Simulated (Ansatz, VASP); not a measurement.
# K: VASP beside Ansatz

```
CELL_PARAMETERS angstrom
4.26512 -4.25883 0.00000
4.26512 4.25883 0.00000
0.00000 0.00000 11.14549
ATOMIC_POSITIONS crystal
K 0.50000 0.00000 0.30925
K 0.00000 0.50000 0.69075
K 0.00000 0.50000 0.30925
K 0.50000 0.00000 0.69075
K 0.00000 0.00000 0.00000
```

Alike in both runs: functional PBEsol; k mesh 6 × 6 × 4; occupations gaussian, width 0.1 eV; no spin polarisation.

Ansatz relaxed the structure, and its values are those at the end. VASP's run is a single point on that final structure, the one shown.

```csv
,VASP,Ansatz
version,VASP 6.6.1,Ansatz 0.2.0
potentials or method,"VASP PAW PBE potentials, release 64 (K_sv), cutoff 520 eV","scalar-relativistic, plane waves, PAW"
valence electrons in the cell,45,45
```

```tsv
	VASP	Ansatz	Ansatz less VASP
gap on the k mesh at the Fermi level (eV)	none	none	-
pressure (GPa)	0.0	0.0	+0.01
```

VASP's potentials were made for PBE, not for PBEsol. A gap of «none» marks a metal or a gap that the smearing closes.
